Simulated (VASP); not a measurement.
# SiC in VASP: further runs

Runs on SiC. Level: PBE. Tasks: single point.

Everything below comes from runs of VASP 6.6.1. Logs are shortened: lines on timing, memory, paths and dates and some standing lists are left out, and cuts for length are marked.

**1. The cell of the first run**

The typed cell holds 4 atoms: a = 3.076 Å, b = 3.063 Å, c = 5.048 Å, α = 89.79°, β = 89.43°, γ = 119.57°.

**2. Single point, PBE (equal xy, yz and zx shear strains of +1 %)**

File INCAR:

```
PREC = Accurate
ENCUT = 520
EDIFF = 1E-7
ISMEAR = -1
SIGMA = 0.08
LREAL = F
LASPH = T
NELM = 100
ALGO = Normal
ISIF = 2
LWAVE = F
LCHARG = F
GGA = PE
NBANDS = 16
```

File KPOINTS:

```
Automatic mesh
0
Gamma
  15 15 8
```

File POSCAR:

```
SiC
1.0
    3.0759982064      0.0153799910      0.0153799910
   -1.5246796403      2.6562025933      0.0056294674
    0.0252400000      0.0252400000      5.0480000000
Si C
2 2
Direct
    0.3333333333      0.6666666667      0.0000000000
    0.6666666667      0.3333333333      0.5000000000
    0.3333333333      0.6666666667      0.3850000000
    0.6666666667      0.3333333333      0.8850000000
```

Potentials or basis: VASP PAW PBE potentials, release 64 (Si, C).

On the command line:

```sh
cat potpaw_PBE.64/Si/POTCAR potpaw_PBE.64/C/POTCAR > POTCAR
mpirun -np 1 vasp_std > vasp.out
```

OUTCAR:

```text
PREC = Accurate
   ENCUT = 520
   EDIFF = 1E-7
   ISMEAR = -1
   LREAL = F
   LASPH = T
   NELM = 100
   ISIF = 2
   GGA = PE

 ion  position               nearest neighbor table
   1  0.333  0.667  0.000-   4 1.86   4 1.86   4 1.88   3 1.94   2 3.07   2 3.07   2 3.08   2 3.09
                             2 3.10   2 3.11
   2  0.667  0.333  0.500-   3 1.86   3 1.87   3 1.87   4 1.94   1 3.07   1 3.07   1 3.08   1 3.09
                             1 3.10   1 3.11
   3  0.333  0.667  0.385-   2 1.86   2 1.87   2 1.87   1 1.94
   4  0.667  0.333  0.885-   1 1.86   1 1.86   1 1.88   2 1.94

  LATTYP: Found a triclinic cell.
 ALAT       =     3.0893986786
 B/A-ratio  =     0.9913558883
 C/A-ratio  =     1.6340157822
 COS(alpha) =     0.0036852528
 COS(beta)  =     0.0136346634
 COS(gamma) =     0.5000188431

  Lattice vectors:

 A1 = (   1.5513185661,   2.6715825843,   0.0210094584)
 A2 = (  -1.5246796403,   2.6562025933,   0.0056294674)
 A3 = (   0.0252400000,   0.0252400000,   5.0480000000)

Analysis of symmetry for initial positions (statically):
=====================================================================
 Subroutine PRICEL returns:
 Original cell was already a primitive cell.

 Routine SETGRP: Setting up the symmetry group for a
 triclinic supercell.

 Subroutine GETGRP returns: Found  1 space group operations
 (whereof  1 operations were pure point group operations)
 out of a pool of  2 trial point group operations.

The static configuration has the point symmetry C_1 .

Analysis of symmetry for dynamics (positions and initial velocities):
=====================================================================
 Subroutine PRICEL returns:
 Original cell was already a primitive cell.

 Routine SETGRP: Setting up the symmetry group for a
 triclinic supercell.

 Subroutine GETGRP returns: Found  1 space group operations
 (whereof  1 operations were pure point group operations)
 out of a pool of  2 trial point group operations.

The dynamic configuration has the point symmetry C_1 .

 Subroutine INISYM returns: Found  1 space group operations
 (whereof  1 operations are pure point group operations),
 and found     1 'primitive' translations

----------------------------------------------------------------------------------------

                                     Primitive cell

  volume of cell :      41.3609

  direct lattice vectors                    reciprocal lattice vectors
     3.075998206  0.015379991  0.015379991     0.324180040  0.186087112 -0.002551336
    -1.524679640  2.656202593  0.005629467    -0.001867707  0.375409188 -0.001867707
     0.025240000  0.025240000  5.048000000    -0.000985612 -0.000985612  0.198108113

  length of vectors
     3.076075105  3.062693572  5.048126198     0.373801580  0.375418480  0.198113016

  position of ions in fractional coordinates (direct lattice)
     0.333333333  0.666666667  0.000000000
     0.666666667  0.333333333  0.500000000
     0.333333333  0.666666667  0.385000000
     0.666666667  0.333333333  0.885000000

  ion indices of the primitive-cell ions
   primitive index   ion index
                 1           1
                 2           2
                 3           3
                 4           4

----------------------------------------------------------------------------------------

 KPOINTS: Automatic mesh

Automatic generation of k-mesh.
 Grid dimensions read from file:
 generate k-points for:   15   15    8

 Generating k-lattice:

  Cartesian coordinates                     Fractional coordinates (reciprocal lattice)
     0.021612003  0.012405807 -0.000170089     0.066666667  0.000000000  0.000000000
    -0.000124514  0.025027279 -0.000124514     0.000000000  0.066666667 -0.000000000
    -0.000123202 -0.000123202  0.024763514     0.000000000  0.000000000  0.125000000

  Length of vectors
     0.024920105  0.025027899  0.024764127

  Shift w.r.t. Gamma in fractional coordinates (k-lattice)
     0.000000000  0.000000000  0.000000000

 Subroutine IBZKPT returns following result:
 ===========================================

 Found    901 irreducible k-points:

 Following reciprocal coordinates:
            Coordinates               Weight
  0.000000  0.000000  0.000000      1.000000
  0.066667  0.000000  0.000000      2.000000
  0.133333  0.000000  0.000000      2.000000
  0.200000 -0.000000  0.000000      2.000000
  0.266667  0.000000  0.000000      2.000000
  0.333333 -0.000000  0.000000      2.000000
[... 16 lines left out ...]
 -0.066667  0.066667  0.000000      2.000000
  0.000000  0.133333 -0.000000      2.000000
 [... further k-points ...]
   k-points           NKPTS =    901   k-points in BZ     NKDIM =    901   number of bands    NBANDS=     16
   number of dos      NEDOS =    301   number of ions     NIONS =      4
   total plane-waves  NPLWV =  23040
   dimension x,y,z NGX =    24 NGY =   24 NGZ =   40
   dimension x,y,z NGXF=    48 NGYF=   48 NGZF=   80
   ions per type =               2   2
   NGX,Y,Z   is equivalent  to a cutoff of  12.97, 13.03, 13.17 a.u.
   NGXF,Y,Z  is equivalent  to a cutoff of  25.94, 26.05, 26.35 a.u.
 SYSTEM =  unknown system
   PREC   = accura    normal or accurate (medium, high low for compatibility)
   ISTART =      0    job   : 0-new  1-cont  2-samecut
   ICHARG =      2    charge: 1-file 2-atom 10-const
   ISPIN  =      1    spin polarized calculation?
   LNONCOLLINEAR =      F non collinear calculations
   LSORBIT =      F    spin-orbit coupling
   LASPH  =      T    aspherical Exc in radial PAW
   ENCUT  =  520.0 eV  38.22 Ry    6.18 a.u.   5.72  5.69  9.39*2*pi/ulx,y,z
   NELM   =    100;   NELMIN=  2; NELMDL= -5     # of ELM steps
   EDIFF  = 0.1E-06   stopping-criterion for ELM
   LREAL  =      F    real-space projection
   EDIFFG = 0.1E-05   stopping-criterion for IOM
   NSW    =      0    number of steps for IOM
   IBRION =     -1    ionic relax: 0-MD 1-quasi-New 2-CG
   NFREE  =      0    steps in history (QN), initial steepest desc. (CG)
   ISIF   =      2    stress and relaxation
   ISYM   =      2    0-nonsym 1-usesym 2-fastsym
   POTIM  = 0.5000    time-step for ionic-motion
   TEBEG  =    0.0;   TEEND  =   0.0 temperature during run
   PSTRESS=    0.0 pullay stress
   NELECT =      16.0000    total number of electrons
   NUPDOWN=      -1.0000    fix difference up-down
   EMIN   =  10.00;   EMAX   =-10.00  energy-range for DOS
   EFERMI =   0.00;   METHOD = LEGACY
   ISMEAR =    -1;   SIGMA  =   0.08  broadening in eV -4-tet -1-fermi 0-gaus
   EFERMI_NEDOS =   21; number of points for ismear=-14 and -15
   IALGO  =     38    algorithm
   IMIX   =      4    mixing-type and parameters
     AMIX     =   0.40;   BMIX     =  1.00
     AMIX_MAG =   1.60;   BMIX_MAG =  1.00
  volume/ion in A,a.u.               =      10.34        69.78
  Fermi-wavevector in a.u.,A,eV,Ry     =   1.192848  2.254155 19.359529  1.422885
  Thomas-Fermi vector in A             =   2.328876
   LORBIT       =      0    0 simple, 1 ext, 2 COOP (PROOUT), +10 PAW based schemes
   GGA     = PE    functional components
   LHFCALC =     F    Hartree Fock is set to
   AEXX    =    0.0000 exact exchange contribution
   IVDW    =     0    specifies the selected vdW correction
   LEPSILON=     F    determine dielectric tensor
   LRPA    =     F    only Hartree local field effects (RPA)
 non-spin polarized calculation
  energy-cutoff  :      520.00
  volume of cell :       41.36
 maximum number of plane-waves:      1126
   NGX = 11   NGY = 11   NGZ = 19

 number of electron      16.0000000 magnetization

 Free energy of the ion-electron system (eV)
  ---------------------------------------------------
  ext. energy  EPLUGINS =         0.00000000
  ---------------------------------------------------
  free energy    TOTEN  =       -30.05973240 eV

  energy without entropy =      -30.05973239  energy(sigma->0) =      -30.05973239

 E-fermi :   9.5970     XC(G=0): -11.3489

 val. band max:        8.4184869290   @ k =   0.0000   0.0000   0.0000
 cond. band min:      10.7348800084   @ k =   0.3333   0.3333   0.0000
 fundamental gap:      2.3163930794
 Fermi energy:         9.5969709066

 k-point     1 :       0.0000    0.0000    0.0000
  band No.  band energies     occupation
      1      -7.3149      2.00000
      2      -3.8119      2.00000
      3      -0.2824      2.00000
      4       6.8199      2.00000
      5       6.8875      2.00000
      6       8.0968      2.00000
[... 8 lines left out ...]
     15      17.2036      0.00000
     16      19.6975      0.00000

 k-point     2 :       0.0667    0.0000    0.0000
  band No.  band energies     occupation
      1      -7.2384      2.00000
      2      -3.7461      2.00000
      3      -0.2112      2.00000
      4       6.3686      2.00000
      5       6.7513      2.00000
      6       7.8092      2.00000
[... 8 lines left out ...]
     15      17.3910      0.00000
     16      18.9296      0.00000

 k-point     3 :       0.1333    0.0000    0.0000
  band No.  band energies     occupation
      1      -7.0099      2.00000
      2      -3.5520      2.00000
      3      -0.0010      2.00000
      4       5.2929      2.00000
      5       6.4222      2.00000
      6       7.0400      2.00000
[... 8 lines left out ...]
     15      17.8934      0.00000
     16      18.0353      0.00000

 k-point     4 :       0.2000   -0.0000    0.0000
  band No.  band energies     occupation
      1      -6.6338      2.00000
      2      -3.2417      2.00000
      3       0.3337      2.00000
      4       3.9964      2.00000
      5       5.9979      2.00000
      6       6.0284      2.00000
[... 8 lines left out ...]
     15      17.8085      0.00000
     16      18.4715      0.00000
[... 324 lines left out ...]
 k-point    22 :      -0.1333    0.0667    0.0000
  band No.  band energies     occupation
      1      -7.0836      2.00000
      2      -3.6140      2.00000
      3      -0.0681      2.00000
      4       5.7069      2.00000
      5       6.3840      2.00000
      6       7.3894      2.00000
[... 8 lines left out ...]
     15      17.7470      0.00000
     16      18.5203      0.00000

 k-point    23 :      -0.0667    0.0667    0.0000
  band No.  band energies     occupation
      1      -7.2369      2.00000
      2      -3.7447      2.00000
      3      -0.2097      2.00000
      4       6.4386      2.00000
      5       6.6844      2.00000
      6       7.8652      2.00000
[... 8 lines left out ...]
     15      17.2476      0.00000
     16      19.0471      0.00000

 k-point    24 :       0.0000    0.1333   -0.0000
  band No.  band energies     occupation
      1      -7.0069      2.00000
      2      -3.5492      2.00000
      3       0.0022      2.00000
      4       5.3368      2.00000
      5       6.3770      2.00000
      6       7.0694      2.00000
[... 8 lines left out ...]
     15      17.8326      0.00000
     16      18.0618      0.00000

 [... further k-points ...]

------------------------ aborting loop because EDIFF is reached ----------------------------------------

  FORCE on cell =-STRESS in cart. coord.  units (eV):
  Direction    XX          YY          ZZ          XY          YZ          ZX
  --------------------------------------------------------------------------------------
  -------------------------------------------------------------------------------------
  Total        1.3667367      1.3681413      0.1127088     -0.6342081     -0.4351406     -0.4352792
  in kB       52.9426597     52.9970707      4.3659498    -24.5670305    -16.8558433    -16.8612121
  external PRESSURE =      36.7685601 kB  Pullay stress =       0.0000000 kB

 VOLUME and BASIS-vectors are now :
 -----------------------------------------------------------------------------
  energy-cutoff  :      520.00
  volume of cell :       41.36
      direct lattice vectors                 reciprocal lattice vectors
     3.075998206  0.015379991  0.015379991     0.324180040  0.186087112 -0.002551336
    -1.524679640  2.656202593  0.005629467    -0.001867707  0.375409188 -0.001867707
     0.025240000  0.025240000  5.048000000    -0.000985612 -0.000985612  0.198108113

 POSITION                                       TOTAL-FORCE (eV/Angst)
 -----------------------------------------------------------------------------------
      0.00888      1.77593      0.00888        -0.147916     -0.055916      0.756814
      1.55506      0.90827      2.53613         0.031625     -0.060209      0.752835
      0.01860      1.78565      1.95236        -0.048892      0.060137     -0.752412
      1.56478      0.91799      4.47961         0.165183      0.055988     -0.757237
 -----------------------------------------------------------------------------------
    total drift:                                0.000133      0.000105     -0.000109

  FREE ENERGIE OF THE ION-ELECTRON SYSTEM (eV)
  ---------------------------------------------------
  free  energy   TOTEN  =       -30.0597323984 eV

  energy  without entropy=      -30.0597323914  energy(sigma->0) =      -30.05973239
```

Run time: 8.7 min. Hardware: 1 thread of Intel Xeon Platinum 8259CL at 2.50GHz (Skylake/Cascade Lake), shared host; peak memory 0.55 GiB.

What came out:

```
Free energy            : -30.0597 eV
Pressure               : 3.7 GPa
Largest force          : 0.777 eV/Å
Band gap on the k mesh : 2.32 eV (least direct gap 4.04 eV)
```

Forces on the atoms (eV/Å):
```
Si  -0.148 -0.056  0.757
Si   0.032 -0.060  0.753
C   -0.049  0.060 -0.752
C    0.165  0.056 -0.757
```

Stress tensor (GPa, compression positive):
```
 5.29 -2.46 -1.69
-2.46  5.30 -1.69
-1.69 -1.69  0.44
```

Caveat: the cell differs from its parent crystal (equal xy, yz and zx shear strains of +1 %); the cell stands under pressure; an odd mesh through Γ misses points on the zone boundary, where band edges can lie.

**3. Single point, PBE**

File INCAR:

```
PREC = Accurate
ENCUT = 520
EDIFF = 1E-6
ISMEAR = -1
SIGMA = 0.08
LREAL = F
LASPH = T
NELM = 80
ALGO = Normal
ISIF = 2
LWAVE = F
LCHARG = F
GGA = PE
NBANDS = 16
```

KPOINTS is that of step 2.

File POSCAR:

```
SiC
1.0
    3.0759982064      0.0000000000      0.0000000000
   -1.5379991032      2.6638925888      0.0000000000
    0.0000000000      0.0000000000      5.0480000000
Si C
2 2
Direct
    0.3333333333      0.6666666667      0.0000000000
    0.6666666667      0.3333333333      0.5000000000
    0.3333333333      0.6666666667      0.3850000000
    0.6666666667      0.3333333333      0.8850000000
```

Potentials or basis: VASP PAW PBE potentials, release 64 (Si, C).

On the command line:

```sh
cat potpaw_PBE.64/Si/POTCAR potpaw_PBE.64/C/POTCAR > POTCAR
mpirun -np 1 vasp_std > vasp.out
```

Run time: 97 s. Hardware: 1 thread of AMD EPYC 7R13, shared host; peak memory 0.18 GiB.

The run converged. Its results:

```
Free energy            : -30.0673 eV
Pressure               : 3.6 GPa
Largest force          : 0.753 eV/Å
Band gap on the k mesh : 2.32 eV (least direct gap 4.09 eV)
```

Forces in eV/Å, atoms in the order of the input:
```
Si   0.000  0.000  0.753
Si   0.000  0.000  0.753
C    0.000  0.000 -0.753
C    0.000  0.000 -0.753
```

Stress tensor (GPa, compression positive):
```
5.25 0.00 0.00
0.00 5.25 0.00
0.00 0.00 0.42
```

Levels at points of the mesh, in eV from the valence-band top:
```tsv
k point	band 5	band 6	band 7	band 8	band 9	band 10	band 11	band 12
(0.00, 0.00, 0.00)	-1.56	-0.28	-0.28	0.00	4.62	6.03	6.51	6.51
(0.00, 0.00, 0.50)	-0.97	-0.97	-0.97	-0.97	5.71	5.71	7.17	7.17
```

Caveat: the cell stands under pressure; an odd mesh through Γ misses points on the zone boundary, where band edges can lie.

(Part 1 of 2 ends here.)
